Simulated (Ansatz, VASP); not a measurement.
# Two plane-wave programs on BaF2

The input INCAR:

```
SYSTEM = BaF2
PREC = Accurate ; ENCUT = 1350
EDIFF = 1E-6 ; ISMEAR = 0
SIGMA = 0.1 ; LREAL = .FALSE.
LASPH = .TRUE. ; NELM = 120
ALGO = Normal ; ISIF = 2
LWAVE = .FALSE. ; LCHARG = .TRUE.
GGA = PE ; LELF = .TRUE.
LVHAR = .TRUE. ; NBANDS = 19
GGA_COMPAT = .FALSE.
```

Contents of KPOINTS:

```
Automatic mesh
0
G
  6 6 6
  0 0 0
```

File POSCAR:

```
BaF2
1.0
    0.0000000000      3.1128654085      3.1128654085
    3.1128654085      0.0000000000      3.1128654085
    3.1128654085      3.1128654085      0.0000000000
Ba F
1 2
Direct
    0.0000000000      0.0000000000      0.0000000000
    0.2500000000      0.2500000000      0.2500000000
    0.7500000000      0.7500000000      0.7500000000
```

Input for Ansatz:

```yaml
crystal:
  lattice:
    - [0.0, 3.1128654085, 3.1128654085]
    - [3.1128654085, 0.0, 3.1128654085]
    - [3.1128654085, 3.1128654085, 0.0]
  atoms:
    - { symbol: Ba, position: [0.0, 0.0, 0.0] }
    - { symbol: F, position: [0.25, 0.25, 0.25] }
    - { symbol: F, position: [0.75, 0.75, 0.75] }
basis:
  ecutwfc: 420
kpoints:
  mp_grid: { grid: [6, 6, 6] }
hamiltonian:
  xc: pbe
scf:
  occupations: { method: gaussian, width: 0.1 }
output:
  forces: true
  stress: true
  eigenvalues: true
```

Alike in both runs: task single point; functional PBE; k mesh 6 × 6 × 6; occupations gaussian, width 0.1 eV; no spin polarisation.

|  | VASP | Ansatz |
| --- | --- | --- |
| version | VASP 6.6.1 | Ansatz 0.2.0 |
| potentials or method | VASP PAW PBE potentials, release 64 (Ba_sv, F_h), cutoff 1350 eV | scalar-relativistic, plane waves, PAW |
| valence electrons in the cell | 24 | 24 |

VASP gave:

```
gap on the k mesh at the Fermi level (eV) : 6.73
least direct gap on the mesh (eV)         : 6.79
pressure (GPa)                            : 1.5
```

Estimate Ansatz's values.

gap on the k mesh at the Fermi level (eV): 6.79; least direct gap on the mesh (eV): 6.86; pressure (GPa): 0.6.

The functional is the same, so the differences come from potentials, cutoffs and numerics.

Neither program's run includes spin-orbit coupling.
